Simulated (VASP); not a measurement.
# In (Fd-3m) in VASP: further runs

In is run at these levels: r2SCAN; tasks: single point.

Everything below comes from runs of VASP 6.6.1. Logs are shortened: lines on timing, memory, paths and dates and some standing lists are left out, and cuts for length are marked.

### 1 The cell of the first run

Symmetry: Fd-3m, No. 227, cubic system. The conventional cell has a = 6.225 Å, b = 6.225 Å, c = 6.225 Å, α = 90.00°, β = 90.00°, γ = 90.00°. In (site symmetry -43m) has 4 In at 2.70 Å within 3.6 Å.

This isn't the form of In at room conditions, which is tetragonal.

### 2 Single point, r2SCAN

File POSCAR:

```
In
1.0
    0.0000000000      3.1124791717      3.1124791717
    3.1124791717      0.0000000000      3.1124791717
    3.1124791717      3.1124791717      0.0000000000
In
2
Direct
    0.5000000000      0.5000000000      0.5000000000
    0.7500000000      0.7500000000      0.7500000000
```

File INCAR.step1:

```
PREC = Accurate ; ENCUT = 520
ISMEAR = 0 ; SIGMA = 0.1
LREAL = F ; LASPH = T
NELM = 100 ; NBANDS = 20
GGA = PE ; ALGO = Normal
EDIFF = 1E-4 ; LWAVE = T
LCHARG = F
```

File INCAR.step2:

```
PREC = Accurate ; ENCUT = 520
EDIFF = 1E-6 ; ISMEAR = 0
SIGMA = 0.1 ; LREAL = F
LASPH = T ; NELM = 100
ALGO = Normal ; ISIF = 2
LWAVE = F ; LCHARG = F
METAGGA = R2SCAN ; LMIXTAU = T
NBANDS = 20 ; ISTART = 1
```

File KPOINTS:

```
Automatic mesh
0
Gamma
  6 6 6
```

Potentials or basis: VASP PAW PBE potentials, release 64 (In_d).

On the command line:

```sh
cat potpaw_PBE.64/In_d/POTCAR > POTCAR
cp INCAR.step1 INCAR
mpirun -np 1 vasp_std > vasp.out
cp INCAR.step2 INCAR
mpirun -np 1 vasp_std > vasp.out
```

OUTCAR:

```text
PREC = Accurate
   ENCUT = 520
   EDIFF = 1E-6
   ISMEAR = 0
   LREAL = F
   LASPH = T
   NELM = 100
   ISIF = 2
   METAGGA = R2SCAN
   ISTART = 1

 ion  position               nearest neighbor table
   1  0.500  0.500  0.500-   2 2.70   2 2.70   2 2.70   2 2.70
   2  0.750  0.750  0.750-   1 2.70   1 2.70   1 2.70   1 2.70

  LATTYP: Found a face centered cubic cell.
 ALAT       =     6.2249583434

  Lattice vectors:

 A1 = (   0.0000000000,   3.1124791717,   3.1124791717)
 A2 = (   3.1124791717,   0.0000000000,   3.1124791717)
 A3 = (   3.1124791717,   3.1124791717,   0.0000000000)

Analysis of symmetry for initial positions (statically):
=====================================================================
 Subroutine PRICEL returns:
 Original cell was already a primitive cell.

 Routine SETGRP: Setting up the symmetry group for a
 face centered cubic supercell.

 Subroutine GETGRP returns: Found 48 space group operations
 (whereof 24 operations were pure point group operations)
 out of a pool of 48 trial point group operations.

The static configuration has the point symmetry T_d .
 The point group associated with its full space group is O_h .

Analysis of symmetry for dynamics (positions and initial velocities):
=====================================================================
 Subroutine PRICEL returns:
 Original cell was already a primitive cell.

 Routine SETGRP: Setting up the symmetry group for a
 face centered cubic supercell.

 Subroutine GETGRP returns: Found 48 space group operations
 (whereof 24 operations were pure point group operations)
 out of a pool of 48 trial point group operations.

The dynamic configuration has the point symmetry T_d .
 The point group associated with its full space group is O_h .

 Subroutine INISYM returns: Found 48 space group operations
 (whereof 24 operations are pure point group operations),
 and found     1 'primitive' translations

----------------------------------------------------------------------------------------

                                     Primitive cell

  volume of cell :      60.3044

  direct lattice vectors                    reciprocal lattice vectors
     0.000000000  3.112479172  3.112479172    -0.160643645  0.160643645  0.160643645
     3.112479172  0.000000000  3.112479172     0.160643645 -0.160643645  0.160643645
[... 71 lines left out ...]
   LNONCOLLINEAR =      F non collinear calculations
   LSORBIT =      F    spin-orbit coupling
   LASPH  =      T    aspherical Exc in radial PAW
   ENCUT  =  520.0 eV  38.22 Ry    6.18 a.u.   8.18  8.18  8.18*2*pi/ulx,y,z
   NELM   =    100;   NELMIN=  2; NELMDL=  0     # of ELM steps
   EDIFF  = 0.1E-05   stopping-criterion for ELM
   LREAL  =      F    real-space projection
   EDIFFG = 0.1E-04   stopping-criterion for IOM
   NSW    =      0    number of steps for IOM
   IBRION =     -1    ionic relax: 0-MD 1-quasi-New 2-CG
   NFREE  =      0    steps in history (QN), initial steepest desc. (CG)
   ISIF   =      2    stress and relaxation
   ISYM   =      2    0-nonsym 1-usesym 2-fastsym
   POTIM  = 0.5000    time-step for ionic-motion
   TEBEG  =    0.0;   TEEND  =   0.0 temperature during run
   PSTRESS=    0.0 pullay stress
   NELECT =      26.0000    total number of electrons
   NUPDOWN=      -1.0000    fix difference up-down
   EMIN   =  10.00;   EMAX   =-10.00  energy-range for DOS
   EFERMI =   0.00;   METHOD = LEGACY
   ISMEAR =     0;   SIGMA  =   0.10  broadening in eV -4-tet -1-fermi 0-gaus
   EFERMI_NEDOS =   21; number of points for ismear=-14 and -15
   IALGO  =     38    algorithm
   IMIX   =      4    mixing-type and parameters
     AMIX     =   0.40;   BMIX     =  1.00
     AMIX_MAG =   1.60;   BMIX_MAG =  1.00
  volume/ion in A,a.u.               =      30.15       203.48
  Fermi-wavevector in a.u.,A,eV,Ry     =   1.236753  2.337124 20.810886  1.529557
  Thomas-Fermi vector in A             =   2.371348
   LORBIT       =      0    0 simple, 1 ext, 2 COOP (PROOUT), +10 PAW based schemes
   METAGGA = R2SCAN    functional components
   LHFCALC =     F    Hartree Fock is set to
   AEXX    =    0.0000 exact exchange contribution
   IVDW    =     0    specifies the selected vdW correction
   LEPSILON=     F    determine dielectric tensor
   LRPA    =     F    only Hartree local field effects (RPA)
 non-spin polarized calculation
 Gauss-broadening in eV      SIGMA  =   0.10
  energy-cutoff  :      520.00
  volume of cell :       60.30
 maximum number of plane-waves:      1640
 NGX is ok and might be reduce to    36
   NGX = 17   NGY = 17   NGZ = 17

 number of electron      25.9999996 magnetization

 Free energy of the ion-electron system (eV)
  ---------------------------------------------------
  ext. energy  EPLUGINS =         0.00000000
  ---------------------------------------------------
  free energy    TOTEN  =       -44.30946874 eV

  energy without entropy =      -44.30245791  energy(sigma->0) =      -44.30596332

 E-fermi :   5.4299     XC(G=0):  -9.9933

 val. band max:        5.4189778998   @ k =  -0.1667   0.1667   0.0000
 cond. band min:       5.5152018193   @ k =   0.5000   0.3333   0.1667
 fundamental gap:      0.0962239196
 Fermi energy:         5.4298960728

 k-point     1 :       0.0000    0.0000    0.0000
  band No.  band energies     occupation
      1     -10.0311      2.00000
      2     -10.0311      2.00000
      3     -10.0311      2.00000
      4      -9.9332      2.00000
      5      -9.9332      2.00000
      6      -9.2462      2.00000
[... 357 lines left out ...]
     19      18.6233      0.00000
     20      18.6233      0.00000

------------------------ aborting loop because EDIFF is reached ----------------------------------------

  FORCE on cell =-STRESS in cart. coord.  units (eV):
  Direction    XX          YY          ZZ          XY          YZ          ZX
  --------------------------------------------------------------------------------------
  -------------------------------------------------------------------------------------
  Total        2.9661423      2.9661423      2.9661423      0.0000000     -0.0000000      0.0000000
  in kB       78.8048980     78.8048980     78.8048980      0.0000000     -0.0000000      0.0000000
  external PRESSURE =      78.8048980 kB  Pullay stress =       0.0000000 kB

 VOLUME and BASIS-vectors are now :
 -----------------------------------------------------------------------------
  energy-cutoff  :      520.00
  volume of cell :       60.30
      direct lattice vectors                 reciprocal lattice vectors
     0.000000000  3.112479172  3.112479172    -0.160643645  0.160643645  0.160643645
     3.112479172  0.000000000  3.112479172     0.160643645 -0.160643645  0.160643645
     3.112479172  3.112479172  0.000000000     0.160643645  0.160643645 -0.160643645

 POSITION                                       TOTAL-FORCE (eV/Angst)
 -----------------------------------------------------------------------------------
      3.11248      3.11248      3.11248         0.000000      0.000000      0.000000
      4.66872      4.66872      4.66872        -0.000000     -0.000000     -0.000000
 -----------------------------------------------------------------------------------
    total drift:                                0.000000      0.000000      0.000000

  FREE ENERGIE OF THE ION-ELECTRON SYSTEM (eV)
  ---------------------------------------------------
  free  energy   TOTEN  =       -44.3094687371 eV

  energy  without entropy=      -44.3024579099  energy(sigma->0) =      -44.30596332
```

It took 90 s on 1 thread of Intel Xeon Platinum 8259CL at 2.50GHz (Skylake/Cascade Lake), shared host; peak memory 0.21 GiB.

What came out:

| Quantity | Value |
| --- | --- |
| Free energy | -44.3095 eV |
| Pressure | 7.9 GPa |
| Band gap on the k mesh | zero (bands 13 and 14 overlap by 4.47 eV) |

Caveat: the cell stands under pressure; the PAW data sets were made with another functional, which shifts forces and pressure a little; spin-orbit coupling is left out, which moves the levels of the heavy elements.

### 3 Single point, r2SCAN

This run uses another cell than the first one, of 36.20 Å³/atom.

File POSCAR:

```
In
1.0
    0.0000000000      3.3080455308      3.3080455308
    3.3080455308      0.0000000000      3.3080455308
    3.3080455308      3.3080455308      0.0000000000
In
2
Direct
    0.0000000000      0.0000000000      0.0000000000
    0.2500000000      0.2500000000      0.2500000000
```

File INCAR.step1:

```
  PREC = Accurate
  ENCUT = 520
  ISMEAR = 0
  SIGMA = 0.1
  LREAL = False
  LASPH = True
  NELM = 100
  NBANDS = 20
  GGA = PE
  ALGO = Normal
  EDIFF = 1E-4
  LWAVE = True
  LCHARG = False
```

File INCAR.step2:

```
  PREC = Accurate
  ENCUT = 520
  EDIFF = 1E-6
  ISMEAR = 0
  SIGMA = 0.1
  LREAL = False
  LASPH = True
  NELM = 100
  ALGO = Normal
  ISIF = 2
  LWAVE = False
  LCHARG = False
  METAGGA = R2SCAN
  LMIXTAU = True
  NBANDS = 20
  ISTART = 1
```

File KPOINTS:

```
regular mesh
0
Gamma
  14 14 14
```

Potentials or basis: VASP PAW PBE potentials, release 64 (In_d).

On the command line:

```sh
cat potpaw_PBE.64/In_d/POTCAR > POTCAR
cp INCAR.step1 INCAR
mpirun -np 1 vasp_std > vasp.out
cp INCAR.step2 INCAR
mpirun -np 1 vasp_std > vasp.out
```

OUTCAR:

```text
PREC = Accurate
   ENCUT = 520
   EDIFF = 1E-6
   ISMEAR = 0
   LREAL = False
   LASPH = True
   NELM = 100
   ISIF = 2
   METAGGA = R2SCAN
   ISTART = 1

 ion  position               nearest neighbor table
   1  0.000  0.000  0.000-   2 2.86   2 2.86   2 2.86   2 2.86
   2  0.250  0.250  0.250-   1 2.86   1 2.86   1 2.86   1 2.86

  LATTYP: Found a face centered cubic cell.
 ALAT       =     6.6160910616

  Lattice vectors:

 A1 = (   0.0000000000,   3.3080455308,   3.3080455308)
 A2 = (   3.3080455308,   0.0000000000,   3.3080455308)
 A3 = (   3.3080455308,   3.3080455308,   0.0000000000)

Analysis of symmetry for initial positions (statically):
=====================================================================
 Subroutine PRICEL returns:
 Original cell was already a primitive cell.

 Routine SETGRP: Setting up the symmetry group for a
 face centered cubic supercell.

 Subroutine GETGRP returns: Found 48 space group operations
 (whereof 24 operations were pure point group operations)
 out of a pool of 48 trial point group operations.

The static configuration has the point symmetry T_d .
 The point group associated with its full space group is O_h .
[... 158 lines left out ...]
  free energy    TOTEN  =       -44.57961224 eV

  energy without entropy =      -44.56976884  energy(sigma->0) =      -44.57469054

 E-fermi :   3.8417     XC(G=0):  -9.1153

 val. band max:        3.8363582303   @ k =   0.5000   0.2857   0.0000
 cond. band min:       3.8422546060   @ k =   0.3571   0.2143   0.0714
 fundamental gap:      0.0058963756
 Fermi energy:         3.8416725319

 k-point     1 :       0.0000    0.0000    0.0000
  band No.  band energies     occupation
      1     -11.3146      2.00000
      2     -11.3146      2.00000
      3     -11.3146      2.00000
      4     -11.2402      2.00000
      5     -11.2402      2.00000
      6     -10.7852      2.00000
[... 541 lines left out ...]
     19      12.3257      0.00000
     20      12.9630      0.00000

 [... further k-points ...]

------------------------ aborting loop because EDIFF is reached ----------------------------------------

  FORCE on cell =-STRESS in cart. coord.  units (eV):
  Direction    XX          YY          ZZ          XY          YZ          ZX
  --------------------------------------------------------------------------------------
  -------------------------------------------------------------------------------------
  Total       -0.0092461     -0.0092461     -0.0092461     -0.0000000     -0.0000000      0.0000000
  in kB       -0.2046087     -0.2046087     -0.2046087     -0.0000000     -0.0000000      0.0000000
  external PRESSURE =      -0.2046087 kB  Pullay stress =       0.0000000 kB

 VOLUME and BASIS-vectors are now :
 -----------------------------------------------------------------------------
  energy-cutoff  :      520.00
  volume of cell :       72.40
      direct lattice vectors                 reciprocal lattice vectors
     0.000000000  3.308045531  3.308045531    -0.151146650  0.151146650  0.151146650
     3.308045531  0.000000000  3.308045531     0.151146650 -0.151146650  0.151146650
     3.308045531  3.308045531  0.000000000     0.151146650  0.151146650 -0.151146650

 POSITION                                       TOTAL-FORCE (eV/Angst)
 -----------------------------------------------------------------------------------
      0.00000      0.00000      0.00000         0.000000      0.000000      0.000000
      1.65402      1.65402      1.65402        -0.000000     -0.000000     -0.000000
 -----------------------------------------------------------------------------------
    total drift:                                0.000000      0.000000      0.000000

  FREE ENERGIE OF THE ION-ELECTRON SYSTEM (eV)
  ---------------------------------------------------
  free  energy   TOTEN  =       -44.5796122433 eV

  energy  without entropy=      -44.5697688394  energy(sigma->0) =      -44.57469054
```

OUTCAR.step1:

```text
PREC = Accurate
   ENCUT = 520
   ISMEAR = 0
   LREAL = False
   LASPH = True
[... 775 lines left out ...]
      0.00000      0.00000      0.00000        -0.000000     -0.000000     -0.000000
      1.65402      1.65402      1.65402         0.000000      0.000000      0.000000
 -----------------------------------------------------------------------------------
    total drift:                                0.000000      0.000000      0.000000

  FREE ENERGIE OF THE ION-ELECTRON SYSTEM (eV)
  ---------------------------------------------------
  free  energy   TOTEN  =        -4.4309280636 eV

  energy  without entropy=       -4.4210278535  energy(sigma->0) =       -4.42597796
```

Run time: 6.9 min. Hardware: 1 thread of Intel Xeon Platinum 8259CL at 2.50GHz (Skylake/Cascade Lake), shared host; peak memory 0.29 GiB.

What came out:

| Item | Value |
| --- | --- |
| Free energy | -44.5796 eV |
| Pressure | 0.0 GPa |
| Band gap on the k mesh | zero (bands 13 and 14 overlap by 3.66 eV) |

Levels at points of the mesh, in eV from the Fermi level:
```csv
k point,band 11,band 12,band 13,band 14,band 15,band 16
"(0.00, 0.00, 0.00)",-8.39,2.50,2.50,2.50,2.84,4.27
"(0.50, 0.00, 0.00)",-6.53,-4.10,1.09,1.09,2.61,5.25
"(0.50, 0.50, 0.00)",-5.02,-5.02,-0.48,-0.48,2.74,2.74
```

Caveat: the PAW data sets were made with another functional, which shifts forces and pressure a little; spin-orbit coupling is left out, which moves the levels of the heavy elements.
